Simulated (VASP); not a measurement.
Here is a VASP 6.6.1 calculation.

File INCAR:

```
SYSTEM = ZnTe4Ru2
PREC = Accurate
ENCUT = 520
EDIFF = 1E-7
ISMEAR = 0
SIGMA = 0.1329
LREAL = .FALSE.
LASPH = .TRUE.
NELM = 150
ALGO = Normal
ISIF = 2
LWAVE = .FALSE.
LCHARG = .TRUE.
ISPIN = 2
MAGMOM = 0 0 0 0 0 0 0
LORBIT = 11
LMAXMIX = 4
GGA = PE
LELF = .TRUE.
LVHAR = .TRUE.
NBANDS = 45
```

KPOINTS

```
Automatic mesh
0
G
  4 4 4
  0 0 0
```

POSCAR

```
ZnTe4Ru2
1.0
    0.0000000000      5.9601569718      0.0000000000
    5.9601569718      0.0000000000      0.0000000000
    2.9800784859      2.9800784859     -5.6767956669
Ru Zn Te
2 1 4
Direct
    0.5000000000      0.5000000000      0.0000000000
    0.7500000000      0.2500000000      0.5000000000
    0.0000000000      0.0000000000      0.0000000000
    0.3886271614      0.4096374561      0.7263143483
    0.5903625439      0.1149415097      0.2736856517
    0.8850584903      0.8640481955      0.7263143483
    0.1359518045      0.6113728386      0.2736856517
```

Potentials or basis: VASP PAW PBE potentials, release 64 (Ru_pv, Zn, Te).

Command:

```sh
$ cat potpaw_PBE.64/Ru_pv/POTCAR potpaw_PBE.64/Zn/POTCAR potpaw_PBE.64/Te/POTCAR > POTCAR
$ mpirun -np 1 vasp_std > vasp.out
```

(1) Estimate the band gap on the k mesh.

(2) What does it give for the net moment?

## Answers

(1) zero (filled and empty bands overlap).

(2) 0.00 μB per cell.

Caveat: spin-orbit coupling is left out, which moves the levels of the heavy elements.
